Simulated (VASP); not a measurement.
# SnO2 (P4_2/mnm) in VASP: further runs

SnO2 is run at these levels: r2SCAN; tasks: single point.

Everything below comes from runs of VASP 6.6.1. Logs are shortened: lines on timing, memory, paths and dates and some standing lists are left out, and cuts for length are marked.

## 1. The cell of the first run

Symmetry: P4_2/mnm, No. 136, tetragonal system. Conventional cell: a = 4.475 Å, b = 4.475 Å, c = 3.201 Å, α = 90.00°, β = 90.00°, γ = 90.00°. Within 2.6 Å of Sn (site symmetry mmm) lie 6 O at 1.94 to 2.02 Å. Within 2.6 Å of O (site symmetry m2m) lie 3 Sn at 1.94 to 2.02 Å and 1 O at 2.46 Å.

## 2. Single point, r2SCAN (strain -0.0600 x Voigt [1, 1, 0, 0, 0, 0])

The input, POSCAR:

```
SnO2
1.0
    4.4746034887      0.0000000000      0.0000000000
    0.0000000000      4.4746034887      0.0000000000
    0.0000000000      0.0000000000      3.2005650988
Sn O
2 4
Direct
    0.0000000000      0.0000000000      0.0000000000
    0.5000000000      0.5000000000      0.5000000000
    0.3058934984      0.3058934984      0.0000000000
    0.1941065016      0.8058934984      0.5000000000
    0.6941065016      0.6941065016      0.0000000000
    0.8058934984      0.1941065016      0.5000000000
```

The input, INCAR.step1:

```
SYSTEM = SnO2
PREC     = Accurate       ! precision mode
ENCUT    = 520            ! plane-wave cutoff, eV
ISMEAR   = 0              ! smearing method
SIGMA    = 0.05           ! smearing width, eV
LREAL    = .False.        ! projectors in reciprocal space
LASPH    = .True.         ! aspherical terms in the spheres
NELM     = 60             ! most SCF steps
NBANDS   = 35             ! bands
GGA      = PE             ! functional
ALGO     = Normal         ! electronic algorithm
EDIFF    = 1E-4           ! SCF threshold, eV
LWAVE    = .True.         ! write WAVECAR
LCHARG   = .False.        ! write CHGCAR
```

The input, INCAR.step2:

```
SYSTEM = SnO2
PREC     = Accurate       ! precision mode
ENCUT    = 520            ! plane-wave cutoff, eV
EDIFF    = 1E-6           ! SCF threshold, eV
ISMEAR   = 0              ! smearing method
SIGMA    = 0.05           ! smearing width, eV
LREAL    = .False.        ! projectors in reciprocal space
LASPH    = .True.         ! aspherical terms in the spheres
NELM     = 60             ! most SCF steps
ALGO     = Normal         ! electronic algorithm
ISIF     = 2              ! what is computed and relaxed
LWAVE    = .False.        ! write WAVECAR
LCHARG   = .True.         ! write CHGCAR
METAGGA  = R2SCAN         ! meta-GGA
LMIXTAU  = .True.       
LELF     = .True.         ! ELF
LVHAR    = .True.       
NBANDS   = 35             ! bands
ISTART   = 1
```

The input, KPOINTS:

```
Automatic mesh
0
Gamma
  6 6 8
  0 0 0
```

Potentials or basis: VASP PAW PBE potentials, release 64 (Sn_d, O).

Launch:

```
cat potpaw_PBE.64/Sn_d/POTCAR potpaw_PBE.64/O/POTCAR > POTCAR
cp INCAR.step1 INCAR
mpirun -np 1 vasp_std > vasp.out
cp INCAR.step2 INCAR
mpirun -np 1 vasp_std > vasp.out
```

OUTCAR:

```text
SYSTEM = SnO2
   PREC = Accurate
   ENCUT = 520
   EDIFF = 1E-6
   ISMEAR = 0
   LREAL = .False.
   LASPH = .True.
   NELM = 60
   ISIF = 2
   METAGGA = R2SCAN
   ISTART = 1

 ion  position               nearest neighbor table
   1  0.000  0.000  0.000-   3 1.94   5 1.94   4 2.02   6 2.02   4 2.02   6 2.02   2 3.55   2 3.55
                             2 3.55   2 3.55   2 3.55   2 3.55   2 3.55   2 3.55
   2  0.500  0.500  0.500-   4 1.94   6 1.94   5 2.02   3 2.02   3 2.02   5 2.02   1 3.55   1 3.55
                             1 3.55   1 3.55   1 3.55   1 3.55   1 3.55   1 3.55
   3  0.306  0.306  0.000-   1 1.94   2 2.02   2 2.02
   4  0.194  0.806  0.500-   2 1.94   1 2.02   1 2.02
   5  0.694  0.694  0.000-   1 1.94   2 2.02   2 2.02
   6  0.806  0.194  0.500-   2 1.94   1 2.02   1 2.02

  LATTYP: Found a simple tetragonal cell.
 ALAT       =     4.4746034887
 C/A-ratio  =     0.7152734554

  Lattice vectors:

 A1 = (   4.4746034887,   0.0000000000,   0.0000000000)
 A2 = (   0.0000000000,   4.4746034887,   0.0000000000)
 A3 = (   0.0000000000,   0.0000000000,   3.2005650988)

Analysis of symmetry for initial positions (statically):
=====================================================================
 Subroutine PRICEL returns:
 Original cell was already a primitive cell.

 Routine SETGRP: Setting up the symmetry group for a
 simple tetragonal supercell.

 Subroutine GETGRP returns: Found 16 space group operations
 (whereof  8 operations were pure point group operations)
 out of a pool of 16 trial point group operations.

The static configuration has the point symmetry D_2h.
 The point group associated with its full space group is D_4h.

Analysis of symmetry for dynamics (positions and initial velocities):
=====================================================================
 Subroutine PRICEL returns:
 Original cell was already a primitive cell.

 Routine SETGRP: Setting up the symmetry group for a
 simple tetragonal supercell.

 Subroutine GETGRP returns: Found 16 space group operations
 (whereof  8 operations were pure point group operations)
 out of a pool of 16 trial point group operations.

The dynamic configuration has the point symmetry D_2h.
 The point group associated with its full space group is D_4h.

 Subroutine INISYM returns: Found 16 space group operations
 (whereof  8 operations are pure point group operations),
 and found     1 'primitive' translations

----------------------------------------------------------------------------------------

[... 105 lines left out ...]
   NFREE  =      0    steps in history (QN), initial steepest desc. (CG)
   ISIF   =      2    stress and relaxation
   ISYM   =      2    0-nonsym 1-usesym 2-fastsym
   POTIM  = 0.5000    time-step for ionic-motion
   TEBEG  =    0.0;   TEEND  =   0.0 temperature during run
   PSTRESS=    0.0 pullay stress
   NELECT =      52.0000    total number of electrons
   NUPDOWN=      -1.0000    fix difference up-down
   EMIN   =  10.00;   EMAX   =-10.00  energy-range for DOS
   EFERMI =   0.00;   METHOD = LEGACY
   ISMEAR =     0;   SIGMA  =   0.05  broadening in eV -4-tet -1-fermi 0-gaus
   EFERMI_NEDOS =   21; number of points for ismear=-14 and -15
   IALGO  =     38    algorithm
   IMIX   =      4    mixing-type and parameters
     AMIX     =   0.40;   BMIX     =  1.00
     AMIX_MAG =   1.60;   BMIX_MAG =  1.00
  volume/ion in A,a.u.               =      10.68        72.07
  Fermi-wavevector in a.u.,A,eV,Ry     =   1.526971  2.885556 31.723879  2.331639
  Thomas-Fermi vector in A             =   2.634931
   LORBIT       =      0    0 simple, 1 ext, 2 COOP (PROOUT), +10 PAW based schemes
   METAGGA = R2SCAN    functional components
   LHFCALC =     F    Hartree Fock is set to
   AEXX    =    0.0000 exact exchange contribution
   IVDW    =     0    specifies the selected vdW correction
   LEPSILON=     F    determine dielectric tensor
   LRPA    =     F    only Hartree local field effects (RPA)
 non-spin polarized calculation
 Gauss-broadening in eV      SIGMA  =   0.05
  energy-cutoff  :      520.00
  volume of cell :       64.08
 maximum number of plane-waves:      1748
 NGX is ok and might be reduce to    36
   NGX = 17   NGY = 17   NGZ = 11

 number of electron      51.9999971 magnetization

 Free energy of the ion-electron system (eV)
  ---------------------------------------------------
  ext. energy  EPLUGINS =         0.00000000
  ---------------------------------------------------
  free energy    TOTEN  =       -83.69857334 eV

  energy without entropy =      -83.69857334  energy(sigma->0) =      -83.69857334

 E-fermi :   7.3833     XC(G=0): -12.7180

 val. band max:        7.0579334491   @ k =   0.0000   0.0000   0.0000
 cond. band min:      10.2912643454   @ k =   0.0000   0.0000   0.0000
 fundamental gap:      3.2333308963
 Fermi energy:         7.3833259088

 k-point     1 :       0.0000    0.0000    0.0000
  band No.  band energies     occupation
      1     -14.9421      2.00000
      2     -13.9580      2.00000
      3     -13.3330      2.00000
      4     -13.1214      2.00000
      5     -13.1214      2.00000
      6     -13.0915      2.00000
[... 901 lines left out ...]
     34      21.2058      0.00000
     35      21.5925      0.00000

 [... further k-points ...]

------------------------ aborting loop because EDIFF is reached ----------------------------------------

  FORCE on cell =-STRESS in cart. coord.  units (eV):
  Direction    XX          YY          ZZ          XY          YZ          ZX
  --------------------------------------------------------------------------------------
  -------------------------------------------------------------------------------------
  Total       15.2350181     15.2350181     11.1475100      0.0000000      0.0000000      0.0000000
  in kB      380.9059695    380.9059695    278.7100797      0.0000000      0.0000000      0.0000000
  external PRESSURE =     346.8406729 kB  Pullay stress =       0.0000000 kB

 VOLUME and BASIS-vectors are now :
 -----------------------------------------------------------------------------
  energy-cutoff  :      520.00
  volume of cell :       64.08
      direct lattice vectors                 reciprocal lattice vectors
     4.474603489  0.000000000  0.000000000     0.223483489  0.000000000  0.000000000
     0.000000000  4.474603489  0.000000000     0.000000000  0.223483489  0.000000000
     0.000000000  0.000000000  3.200565099     0.000000000  0.000000000  0.312444824

 POSITION                                       TOTAL-FORCE (eV/Angst)
 -----------------------------------------------------------------------------------
      0.00000      0.00000      0.00000         0.000000      0.000000      0.000000
      2.23730      2.23730      1.60028         0.000000      0.000000      0.000000
      1.36875      1.36875      0.00000         0.139354      0.139354     -0.000000
      0.86855      3.60605      1.60028        -0.139354      0.139354      0.000000
      3.10585      3.10585      0.00000        -0.139354     -0.139354      0.000000
      3.60605      0.86855      1.60028         0.139354     -0.139354      0.000000
 -----------------------------------------------------------------------------------
    total drift:                                0.000000      0.000000      0.000000

  FREE ENERGIE OF THE ION-ELECTRON SYSTEM (eV)
  ---------------------------------------------------
  free  energy   TOTEN  =       -83.6985733442 eV

  energy  without entropy=      -83.6985733442  energy(sigma->0) =      -83.69857334
```

Wall time 2.8 min (1 thread of Intel Xeon 6975P-C (Granite Rapids), shared host); peak memory 0.23 GiB.

What came out:

| Quantity | Value |
| --- | --- |
| Free energy | -83.6986 eV |
| Pressure | 34.7 GPa |
| Largest force | 0.197 eV/Å |
| Band gap on the k mesh | 3.23 eV |

Forces on the atoms (eV/Å):
```
Sn   0.000  0.000  0.000
Sn   0.000  0.000  0.000
O    0.139  0.139  0.000
O   -0.139  0.139  0.000
O   -0.139 -0.139  0.000
O    0.139 -0.139  0.000
```

Stress tensor (GPa, compression positive):
```
38.09  0.00  0.00
 0.00 38.09  0.00
 0.00  0.00 27.87
```

Levels at points of the mesh, in eV from the valence-band top:
| k point | band 24 | band 25 | band 26 | band 27 | band 28 | band 29 |
| --- | --- | --- | --- | --- | --- | --- |
| (0.00, 0.00, 0.00) | -0.78 | -0.78 | 0.00 | 3.23 | 7.34 | 7.34 |
| (0.50, 0.00, 0.00) | -1.21 | -0.61 | -0.61 | 6.41 | 6.41 | 8.16 |
| (0.50, 0.50, 0.00) | -1.37 | -0.87 | -0.87 | 6.77 | 6.77 | 8.97 |
| (0.00, 0.00, 0.50) | -2.00 | -1.40 | -1.40 | 8.42 | 8.42 | 11.62 |
| (0.50, 0.00, 0.50) | -1.24 | -0.33 | -0.33 | 8.87 | 8.87 | 10.27 |
| (0.50, 0.50, 0.50) | -0.98 | -0.85 | -0.85 | 7.07 | 7.07 | 10.31 |

Caveat: the cell differs from its parent crystal (strain -0.0600 x Voigt [1, 1, 0, 0, 0, 0]); the cell stands under pressure; the PAW data sets were made with another functional, which shifts forces and pressure a little; spin-orbit coupling is left out, which moves the levels of the heavy elements.

## 3. Single point, r2SCAN (strain -0.0450 x Voigt [1, 1, 0, 0, 0, 0])

POSCAR, as its differences from that of step 2:

```diff
@@ -2,4 +2,4 @@
 1.0
-    4.4746034887      0.0000000000      0.0000000000
-    0.0000000000      4.4746034887      0.0000000000
+    4.5460067358      0.0000000000      0.0000000000
+    0.0000000000      4.5460067358      0.0000000000
     0.0000000000      0.0000000000      3.2005650988
```

The input, INCAR.step1:

```
PREC     = Accurate       # precision mode
ENCUT    = 520            # plane-wave cutoff, eV
ISMEAR   = 0              # smearing method
SIGMA    = 0.05           # smearing width, eV
LREAL    = F              # projectors in reciprocal space
LASPH    = T              # aspherical terms in the spheres
NELM     = 60             # most SCF steps
NBANDS   = 35             # bands
GGA      = PE             # functional
ALGO     = Normal         # electronic algorithm
EDIFF    = 1E-4           # SCF threshold, eV
LWAVE    = T              # write WAVECAR
LCHARG   = F              # write CHGCAR
```

The input, INCAR.step2:

```
PREC     = Accurate       # precision mode
ENCUT    = 520            # plane-wave cutoff, eV
EDIFF    = 1E-6           # SCF threshold, eV
ISMEAR   = 0              # smearing method
SIGMA    = 0.05           # smearing width, eV
LREAL    = F              # projectors in reciprocal space
LASPH    = T              # aspherical terms in the spheres
NELM     = 60             # most SCF steps
ALGO     = Normal         # electronic algorithm
ISIF     = 2              # what is computed and relaxed
LWAVE    = F              # write WAVECAR
LCHARG   = T              # write CHGCAR
METAGGA  = R2SCAN         # meta-GGA
LMIXTAU  = T            
LELF     = T              # ELF
LVHAR    = T            
NBANDS   = 35             # bands
ISTART   = 1
```

The input, KPOINTS:

```
Automatic mesh
0
Gamma
  6 6 8
```

Potentials or basis: VASP PAW PBE potentials, release 64 (Sn_d, O).

Launch:

```
cat potpaw_PBE.64/Sn_d/POTCAR potpaw_PBE.64/O/POTCAR > POTCAR
cp INCAR.step1 INCAR
mpirun -np 1 vasp_std > vasp.out
cp INCAR.step2 INCAR
mpirun -np 1 vasp_std > vasp.out
```

OUTCAR:

```text
PREC = Accurate
   ENCUT = 520
   EDIFF = 1E-6
   ISMEAR = 0
   LREAL = F
   LASPH = T
   NELM = 60
   ISIF = 2
   METAGGA = R2SCAN
   ISTART = 1

 ion  position               nearest neighbor table
   1  0.000  0.000  0.000-   3 1.97   5 1.97   4 2.03   6 2.03   4 2.03   6 2.03   2 3.59   2 3.59
                             2 3.59   2 3.59   2 3.59   2 3.59   2 3.59   2 3.59
   2  0.500  0.500  0.500-   4 1.97   6 1.97   5 2.03   3 2.03   3 2.03   5 2.03   1 3.59   1 3.59
                             1 3.59   1 3.59   1 3.59   1 3.59   1 3.59   1 3.59
   3  0.306  0.306  0.000-   1 1.97   2 2.03   2 2.03
   4  0.194  0.806  0.500-   2 1.97   1 2.03   1 2.03
   5  0.694  0.694  0.000-   1 1.97   2 2.03   2 2.03
   6  0.806  0.194  0.500-   2 1.97   1 2.03   1 2.03

  LATTYP: Found a simple tetragonal cell.
 ALAT       =     4.5460067358
 C/A-ratio  =     0.7040387938

  Lattice vectors:

 A1 = (   4.5460067358,   0.0000000000,   0.0000000000)
 A2 = (   0.0000000000,   4.5460067358,   0.0000000000)
 A3 = (   0.0000000000,   0.0000000000,   3.2005650988)

Analysis of symmetry for initial positions (statically):
=====================================================================
 Subroutine PRICEL returns:
[... 188 lines left out ...]

 k-point     1 :       0.0000    0.0000    0.0000
  band No.  band energies     occupation
      1     -15.2532      2.00000
      2     -14.2036      2.00000
      3     -13.7703      2.00000
      4     -13.6067      2.00000
      5     -13.6067      2.00000
      6     -13.5769      2.00000
[... 901 lines left out ...]
     34      20.5674      0.00000
     35      20.9729      0.00000

 [... further k-points ...]

------------------------ aborting loop because EDIFF is reached ----------------------------------------

  FORCE on cell =-STRESS in cart. coord.  units (eV):
  Direction    XX          YY          ZZ          XY          YZ          ZX
  --------------------------------------------------------------------------------------
  -------------------------------------------------------------------------------------
  Total       10.9434841     10.9434841      8.1517414     -0.0000000      0.0000000      0.0000000
  in kB      265.0814743    265.0814743    197.4577405     -0.0000000      0.0000000      0.0000000
  external PRESSURE =     242.5402297 kB  Pullay stress =       0.0000000 kB

 VOLUME and BASIS-vectors are now :
 -----------------------------------------------------------------------------
  energy-cutoff  :      520.00
  volume of cell :       66.14
      direct lattice vectors                 reciprocal lattice vectors
     4.546006736  0.000000000  0.000000000     0.219973277  0.000000000  0.000000000
     0.000000000  4.546006736  0.000000000     0.000000000  0.219973277  0.000000000
     0.000000000  0.000000000  3.200565099     0.000000000  0.000000000  0.312444824

 POSITION                                       TOTAL-FORCE (eV/Angst)
 -----------------------------------------------------------------------------------
      0.00000      0.00000      0.00000        -0.000000      0.000000      0.000000
      2.27300      2.27300      1.60028        -0.000000      0.000000      0.000000
      1.39059      1.39059      0.00000         0.031990      0.031990     -0.000000
      0.88241      3.66360      1.60028        -0.031990      0.031990     -0.000000
      3.15541      3.15541      0.00000        -0.031990     -0.031990      0.000000
      3.66360      0.88241      1.60028         0.031990     -0.031990      0.000000
 -----------------------------------------------------------------------------------
    total drift:                                0.000000      0.000000      0.000000

  FREE ENERGIE OF THE ION-ELECTRON SYSTEM (eV)
  ---------------------------------------------------
  free  energy   TOTEN  =       -84.1164443126 eV

  energy  without entropy=      -84.1164443126  energy(sigma->0) =      -84.11644431
```

Wall time 2.4 min (1 thread of Intel Xeon 6975P-C (Granite Rapids), shared host); peak memory 0.23 GiB.

Results:

| Property | Result |
| --- | --- |
| Free energy | -84.1164 eV |
| Pressure | 24.3 GPa |
| Largest force | 0.045 eV/Å |
| Band gap on the k mesh | 2.84 eV |

Forces on the atoms (eV/Å):
```
Sn   0.000  0.000  0.000
Sn   0.000  0.000  0.000
O    0.032  0.032  0.000
O   -0.032  0.032  0.000
O   -0.032 -0.032  0.000
O    0.032 -0.032  0.000
```

Stress tensor (GPa, compression positive):
```
26.51  0.00  0.00
 0.00 26.51  0.00
 0.00  0.00 19.75
```

Levels at points of the mesh, in eV from the valence-band top:
```csv
k point,band 22,band 23,band 24,band 25,band 26,band 27,band 28,band 29,band 30,band 31
"(0.00, 0.00, 0.00)",-1.25,-1.25,-0.79,-0.79,0.00,2.84,7.23,7.26,7.26,11.81
"(0.50, 0.00, 0.00)",-2.02,-1.21,-1.21,-0.62,-0.62,6.04,6.04,8.06,8.06,13.27
"(0.50, 0.50, 0.00)",-2.18,-1.36,-1.36,-0.89,-0.89,6.41,6.41,8.76,8.76,13.00
"(0.00, 0.00, 0.50)",-2.60,-1.92,-1.92,-1.37,-1.37,8.02,8.02,11.34,11.34,11.76
"(0.50, 0.00, 0.50)",-1.84,-1.21,-1.21,-0.44,-0.44,8.40,8.40,9.92,9.92,12.45
"(0.50, 0.50, 0.50)",-2.10,-0.98,-0.98,-0.86,-0.86,6.65,6.65,10.15,10.15,12.43
```

Caveat: the cell differs from its parent crystal (strain -0.0450 x Voigt [1, 1, 0, 0, 0, 0]); the cell stands under pressure; the PAW data sets were made with another functional, which shifts forces and pressure a little; spin-orbit coupling is left out, which moves the levels of the heavy elements.
